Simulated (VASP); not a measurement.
Set up this calculation in VASP 6.6.1, as the native input.

```
Task                   : single point
Functional             : revPBE
Potentials or basis    : VASP PAW PBE potentials, release 64 (Zn)
Cutoff                 : 520 eV
k mesh                 : 12 × 12 × 12
Occupations            : fermi-dirac, width 0.05 eV
Spin                   : no spin polarisation
Dipole correction      : no
Further INCAR settings : ALGO = Fast; EDIFF = 1e-07; NBANDS = 12
```

The structure of Zn lies in POSCAR:

```
Zn
1.0
    0.0000000000      1.9647760000      1.9647760000
    1.9647760000      0.0000000000      1.9647760000
    1.9647760000      1.9647760000      0.0000000000
Zn
1
Direct
    0.0000000000      0.0000000000      0.0000000000
```

One way to write it, as run:

INCAR

```
PREC = Accurate
ENCUT = 520
EDIFF = 1E-7
ISMEAR = -1
SIGMA = 0.05
LREAL = False
LASPH = True
NELM = 100
ALGO = Fast
ISIF = 2
LWAVE = False
LCHARG = True
GGA = RE
LELF = True
LVHAR = True
NBANDS = 12
```

KPOINTS

```
Automatic mesh
0
Gamma
  12 12 12
```

Potentials or basis: VASP PAW PBE potentials, release 64 (Zn).

Launch:

```bash
$ cat potpaw_PBE.64/Zn/POTCAR > POTCAR
$ mpirun -np 1 vasp_std > vasp.out
```

It gave:

```yaml
Pressure: 2.2 GPa
Band_gap_on_the_k_mesh: zero (band 6 reaches 5.44 eV, above the bottom of band 7 at 1.83 eV)
```

Caveat: the PAW data sets were made with another functional, which shifts forces and pressure a little.

Run time: 14 s on 1 thread of Intel(R) Xeon(R) Platinum 8259CL CPU @ 2.50GHz (Skylake/Cascade Lake), on a shared host, peak memory 0.14 GiB.
